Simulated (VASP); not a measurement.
# BiAs (Pm-3m) in VASP: a series of runs

The runs below take BiAs through single point, relaxation of cell and atoms, with PBE.

Everything below comes from runs of VASP 6.6.1. Logs are shortened: lines on timing, memory, paths and dates and some standing lists are left out, and cuts for length are marked.

## (1) The cell of the first run

The structure is cubic, space group Pm-3m (No. 221). Conventional cell: a = 3.689 Å, b = 3.689 Å, c = 3.689 Å, α = 90.00°, β = 90.00°, γ = 90.00°. Bi (site symmetry m-3m) has 8 As at 3.20 Å and 6 Bi at 3.69 Å within 4.2 Å. As (site symmetry m-3m) has 8 Bi at 3.20 Å and 6 As at 3.69 Å within 4.2 Å.

## (2) Single point, PBE

Contents of INCAR:

```
  PREC = Accurate
  ENCUT = 520
  EDIFF = 1E-6
  ISMEAR = 0
  SIGMA = 0.1
  LREAL = False
  LASPH = True
  NELM = 100
  ALGO = Normal
  ISIF = 2
  LWAVE = False
  LCHARG = False
  GGA = PE
  NBANDS = 17
```

Contents of KPOINTS:

```
Automatic mesh
0
Gamma
  16 16 16
```

Contents of POSCAR:

```
BiAs
1.0
    3.6894480370      0.0000000000      0.0000000000
    0.0000000000      3.6894480370      0.0000000000
    0.0000000000      0.0000000000      3.6894480370
Bi As
1 1
Direct
    0.5000000000      0.5000000000      0.5000000000
    0.0000000000      0.0000000000      0.0000000000
```

Potentials or basis: VASP PAW PBE potentials, release 64 (Bi_d, As).

Launch:

```console
$ cat potpaw_PBE.64/Bi_d/POTCAR potpaw_PBE.64/As/POTCAR > POTCAR
$ mpirun -np 1 vasp_std > vasp.out
```

OUTCAR:

```text
PREC = Accurate
   ENCUT = 520
   EDIFF = 1E-6
   ISMEAR = 0
   LREAL = False
   LASPH = True
   NELM = 100
   ISIF = 2
   GGA = PE

 ion  position               nearest neighbor table
   1  0.500  0.500  0.500-   2 3.20   2 3.20   2 3.20   2 3.20   2 3.20   2 3.20   2 3.20   2 3.20

   2  0.000  0.000  0.000-   1 3.20   1 3.20   1 3.20   1 3.20   1 3.20   1 3.20   1 3.20   1 3.20

  LATTYP: Found a simple cubic cell.
 ALAT       =     3.6894480370

  Lattice vectors:

 A1 = (   3.6894480370,   0.0000000000,   0.0000000000)
 A2 = (   0.0000000000,   3.6894480370,   0.0000000000)
 A3 = (   0.0000000000,   0.0000000000,   3.6894480370)

Analysis of symmetry for initial positions (statically):
=====================================================================
 Subroutine PRICEL returns:
 Original cell was already a primitive cell.

 Routine SETGRP: Setting up the symmetry group for a
 simple cubic supercell.

 Subroutine GETGRP returns: Found 48 space group operations
 (whereof 48 operations were pure point group operations)
 out of a pool of 48 trial point group operations.

The static configuration has the point symmetry O_h .

Analysis of symmetry for dynamics (positions and initial velocities):
=====================================================================
 Subroutine PRICEL returns:
 Original cell was already a primitive cell.

 Routine SETGRP: Setting up the symmetry group for a
 simple cubic supercell.

 Subroutine GETGRP returns: Found 48 space group operations
 (whereof 48 operations were pure point group operations)
 out of a pool of 48 trial point group operations.

The dynamic configuration has the point symmetry O_h .

 Subroutine INISYM returns: Found 48 space group operations
 (whereof 48 operations are pure point group operations),
 and found     1 'primitive' translations

----------------------------------------------------------------------------------------

                                     Primitive cell

  volume of cell :      50.2209

  direct lattice vectors                    reciprocal lattice vectors
     3.689448037  0.000000000  0.000000000     0.271043254  0.000000000  0.000000000
     0.000000000  3.689448037  0.000000000     0.000000000  0.271043254  0.000000000
     0.000000000  0.000000000  3.689448037     0.000000000  0.000000000  0.271043254

  length of vectors
     3.689448037  3.689448037  3.689448037     0.271043254  0.271043254  0.271043254

  position of ions in fractional coordinates (direct lattice)
[... 74 lines left out ...]
   LNONCOLLINEAR =      F non collinear calculations
   LSORBIT =      F    spin-orbit coupling
   LASPH  =      T    aspherical Exc in radial PAW
   ENCUT  =  520.0 eV  38.22 Ry    6.18 a.u.   6.86  6.86  6.86*2*pi/ulx,y,z
   NELM   =    100;   NELMIN=  2; NELMDL= -5     # of ELM steps
   EDIFF  = 0.1E-05   stopping-criterion for ELM
   LREAL  =      F    real-space projection
   EDIFFG = 0.1E-04   stopping-criterion for IOM
   NSW    =      0    number of steps for IOM
   IBRION =     -1    ionic relax: 0-MD 1-quasi-New 2-CG
   NFREE  =      0    steps in history (QN), initial steepest desc. (CG)
   ISIF   =      2    stress and relaxation
   ISYM   =      2    0-nonsym 1-usesym 2-fastsym
   POTIM  = 0.5000    time-step for ionic-motion
   TEBEG  =    0.0;   TEEND  =   0.0 temperature during run
   PSTRESS=    0.0 pullay stress
   NELECT =      20.0000    total number of electrons
   NUPDOWN=      -1.0000    fix difference up-down
   EMIN   =  10.00;   EMAX   =-10.00  energy-range for DOS
   EFERMI =   0.00;   METHOD = LEGACY
   ISMEAR =     0;   SIGMA  =   0.10  broadening in eV -4-tet -1-fermi 0-gaus
   EFERMI_NEDOS =   21; number of points for ismear=-14 and -15
   IALGO  =     38    algorithm
   IMIX   =      4    mixing-type and parameters
     AMIX     =   0.40;   BMIX     =  1.00
     AMIX_MAG =   1.60;   BMIX_MAG =  1.00
  volume/ion in A,a.u.               =      25.11       169.45
  Fermi-wavevector in a.u.,A,eV,Ry     =   1.204454  2.276087 19.738089  1.450709
  Thomas-Fermi vector in A             =   2.340178
   LORBIT       =      0    0 simple, 1 ext, 2 COOP (PROOUT), +10 PAW based schemes
   GGA     = PE    functional components
   LHFCALC =     F    Hartree Fock is set to
   AEXX    =    0.0000 exact exchange contribution
   IVDW    =     0    specifies the selected vdW correction
   LEPSILON=     F    determine dielectric tensor
   LRPA    =     F    only Hartree local field effects (RPA)
 non-spin polarized calculation
 Gauss-broadening in eV      SIGMA  =   0.10
  energy-cutoff  :      520.00
  volume of cell :       50.22
 maximum number of plane-waves:      1376
 NGX is ok and might be reduce to    28
   NGX = 13   NGY = 13   NGZ = 13

 number of electron      20.0000004 magnetization

 Free energy of the ion-electron system (eV)
  ---------------------------------------------------
  ext. energy  EPLUGINS =         0.00000000
  ---------------------------------------------------
  free energy    TOTEN  =        -8.05697429 eV

  energy without entropy =       -8.04898828  energy(sigma->0) =       -8.05298129

 E-fermi :   7.2356     XC(G=0): -10.4817

 val. band max:        7.2267397990   @ k =   0.4375   0.2500   0.0625
 cond. band min:       7.2551327467   @ k =   0.3125   0.3125   0.0000
 fundamental gap:      0.0283929478
 Fermi energy:         7.2355642909

 k-point     1 :       0.0000    0.0000    0.0000
  band No.  band energies     occupation
      1     -15.9468      2.00000
      2     -15.9468      2.00000
      3     -15.8506      2.00000
      4     -15.8506      2.00000
      5     -15.8506      2.00000
      6      -6.7413      2.00000
[... 457 lines left out ...]
      4     -15.8602      2.00000
      5     -15.8520      2.00000
      6      -4.3148      2.00000
[... 9 lines left out ...]
     16      18.4032      0.00000
     17      18.6367      0.00000

 [... further k-points ...]
[... 5 lines left out ...]
  --------------------------------------------------------------------------------------
  -------------------------------------------------------------------------------------
  Total       -0.0008363     -0.0008363     -0.0008363     -0.0000000      0.0000000     -0.0000000
  in kB       -0.0266797     -0.0266797     -0.0266797     -0.0000000      0.0000000     -0.0000000
  external PRESSURE =      -0.0266797 kB  Pullay stress =       0.0000000 kB

 VOLUME and BASIS-vectors are now :
 -----------------------------------------------------------------------------
  energy-cutoff  :      520.00
  volume of cell :       50.22
      direct lattice vectors                 reciprocal lattice vectors
     3.689448037  0.000000000  0.000000000     0.271043254  0.000000000  0.000000000
     0.000000000  3.689448037  0.000000000     0.000000000  0.271043254  0.000000000
     0.000000000  0.000000000  3.689448037     0.000000000  0.000000000  0.271043254

 POSITION                                       TOTAL-FORCE (eV/Angst)
 -----------------------------------------------------------------------------------
      1.84472      1.84472      1.84472         0.000000      0.000000      0.000000
      0.00000      0.00000      0.00000         0.000000      0.000000      0.000000
 -----------------------------------------------------------------------------------
    total drift:                                0.000000      0.000000      0.000000

  FREE ENERGIE OF THE ION-ELECTRON SYSTEM (eV)
  ---------------------------------------------------
  free  energy   TOTEN  =        -8.0569742941 eV

  energy  without entropy=       -8.0489882815  energy(sigma->0) =       -8.05298129
```

stdout:

```text
POSCAR found type information on POSCAR BiAs
 POSCAR found :  2 types and       2 ions
 scaLAPACK will be used
 LDA part: xc-table for (Slater+PW92), standard interpolation
 POSCAR, INCAR and KPOINTS ok, starting setup
 FFT: planning ... GRIDC
 FFT: planning ... GRID_SOFT
 FFT: planning ... GRID
 WAVECAR not read
 entering main loop
```

It took 37 s on 1 thread of Intel Xeon 6975P-C (Granite Rapids), shared host; peak memory 0.26 GiB.

What came out:

```
Free energy            : -8.0570 eV
Pressure               : 0.0 GPa
Band gap on the k mesh : zero (band 10 reaches 8.06 eV, above the bottom of band 11 at 4.74 eV)
```

Caveat: spin-orbit coupling is left out, which moves the levels of the heavy elements.

## (3) Relaxation of cell and atoms, PBE

This run uses another cell than the first one, of 25.26 Å³/atom, 1.006 times its volume.

Contents of INCAR:

```
ALGO = Normal
EDIFF = 1E-7
EDIFFG = -0.01
ENCUT = 600
GGA = PE
IBRION = 2
ISIF = 3
ISMEAR = 0
LASPH = T
LCHARG = F
LREAL = F
LWAVE = F
NELM = 100
NSW = 100
PREC = Accurate
SIGMA = 0.1
```

Contents of KPOINTS:

```
k-points
0
Gamma
  16 16 16
```

Contents of POSCAR:

```
BiAs
1.0
    3.6968009054      0.0000000000      0.0000000000
    0.0000000000      3.6968009054      0.0000000000
    0.0000000000      0.0000000000      3.6968009054
Bi As
1 1
Direct
    0.5000000000      0.5000000000      0.5000000000
    0.0000000000      0.0000000000      0.0000000000
```

Potentials or basis: VASP PAW PBE potentials, release 64 (Bi_d, As).

Launch:

```console
$ cat potpaw_PBE.64/Bi_d/POTCAR potpaw_PBE.64/As/POTCAR > POTCAR
$ mpirun -np 1 vasp_std > vasp.out
```

Run time: 1.8 min. Hardware: 1 thread of Intel Xeon 6975P-C (Granite Rapids), shared host; peak memory 0.3 GiB.

It converged, with:

| Property | Result |
| --- | --- |
| Free energy | -8.0570 eV |
| Relaxed volume | 25.12 Å³/atom |
| Relaxed cell | a = 3.690 Å, b = 3.690 Å, c = 3.690 Å, α = 90.00°, β = 90.00°, γ = 90.00° |
| Space group after relaxing (to 0.05 Å) | Pm-3m (No. 221) |
| Energy gained by relaxing | 0.2 meV/atom |
| Ionic steps | 3 |
| Pressure after relaxing | 0.0 GPa |
| Band gap on the k mesh | zero (band 10 reaches 8.06 eV, above the bottom of band 11 at 4.74 eV) |

The path:
```
step  energy change (eV)  largest force (eV/Å)  pressure (GPa)  volume (Å³)
   1              0.0000                0.0000           -0.35        50.52
   2             -0.0002                0.0000            0.16        50.12
   3             -0.0003                0.0000            0.00        50.24
```

Final structure:
```
Bi As
1.0
     3.69003    0.00000    0.00000
     0.00000    3.69003    0.00000
     0.00000    0.00000    3.69003
Bi As
1 1
Cartesian
  1.8450 1.8450 1.8450
  0.0000 0.0000 0.0000
```

Levels at points of the mesh, in eV from the Fermi level:
```csv
k point,band 6,band 7,band 8,band 9,band 10,band 11,band 12,band 13,band 14
"(0.00, 0.00, 0.00)",-13.97,-7.59,-1.90,-1.90,-1.90,3.87,3.87,5.54,5.54
"(0.50, 0.00, 0.00)",-11.68,-11.17,-0.66,-0.53,0.33,0.33,1.54,1.54,5.61
"(0.50, 0.50, 0.00)",-10.45,-10.00,-5.49,-5.49,0.83,2.93,3.78,3.78,6.47
"(0.50, 0.50, 0.50)",-9.50,-9.43,-2.57,-2.57,-2.57,-2.49,-2.49,-2.49,14.90
```

Caveat: spin-orbit coupling is left out, which moves the levels of the heavy elements.

## (4) Single point, PBE

This run uses another cell than the first one, of 23.48 Å³/atom, 0.935 times its volume.

Contents of INCAR:

```
ALGO = Normal ; EDIFF = 1E-7
ENCUT = 520 ; GGA = PE
ISIF = 2 ; ISMEAR = 0
LASPH = T ; LCHARG = F
LREAL = F ; LWAVE = F
NBANDS = 17 ; NELM = 100
PREC = Accurate ; SIGMA = 0.1
```

Contents of KPOINTS:

```
k-points
0
Gamma
  6 6 6
```

Contents of POSCAR:

```
BiAs
1.0
    3.6076302500      0.0000000000      0.0000000000
    0.0000000000      3.6076302500      0.0000000000
    0.0000000000      0.0000000000      3.6076302500
Bi As
1 1
Direct
    0.5000000000      0.5000000000      0.5000000000
    0.0000000000      0.0000000000      0.0000000000
```

Launch:

```console
$ cat potpaw_PBE.64/Bi_d/POTCAR potpaw_PBE.64/As/POTCAR > POTCAR
$ mpirun -np 1 vasp_std > vasp.out
```

Wall time 7.5 s (1 thread of Intel Xeon 6975P-C (Granite Rapids), shared host); peak memory 0.16 GiB.

It converged, with:

| Item | Value |
| --- | --- |
| Free energy | -7.9800 eV |
| Pressure | 5.8 GPa |
| Band gap on the k mesh | zero (band 10 reaches 8.95 eV, above the bottom of band 11 at 5.33 eV) |

Levels at points of the mesh, in eV from the Fermi level:
```tsv
k point	band 7	band 8	band 9	band 10	band 11	band 12	band 13	band 14
(0.00, 0.00, 0.00)	-7.31	-2.06	-2.06	-2.06	3.76	3.76	6.09	6.09
(0.50, 0.00, 0.00)	-11.51	-0.50	-0.36	0.35	0.35	1.63	1.63	5.46
(0.50, 0.50, 0.00)	-10.12	-5.92	-5.92	0.88	3.22	4.03	4.03	6.66
(0.50, 0.50, 0.50)	-9.41	-2.81	-2.81	-2.81	-2.74	-2.74	-2.74	15.77
```

Caveat: spin-orbit coupling is left out, which moves the levels of the heavy elements.

## (5) Overview

```csv
task,cell,k mesh,cutoff (eV),gap on the mesh (eV),pressure (GPa)
single point,"a = 3.689 Å, 2 atoms",16 × 16 × 16,520,none,0.0
relaxation of cell and atoms,"relaxed from a = 3.697 Å, 2 atoms",16 × 16 × 16,600,none,0.0
single point,"a = 3.608 Å, 2 atoms",6 × 6 × 6,520,none,5.8
```

Alike in all rows: level PBE; potentials or basis VASP PAW PBE potentials, release 64 (Bi_d, As); no spin polarisation; smearing gaussian 0.1 eV.

Caveats: spin-orbit coupling is left out, which moves the levels of the heavy elements.

Absolute energies hang on the potentials; compare differences alone.
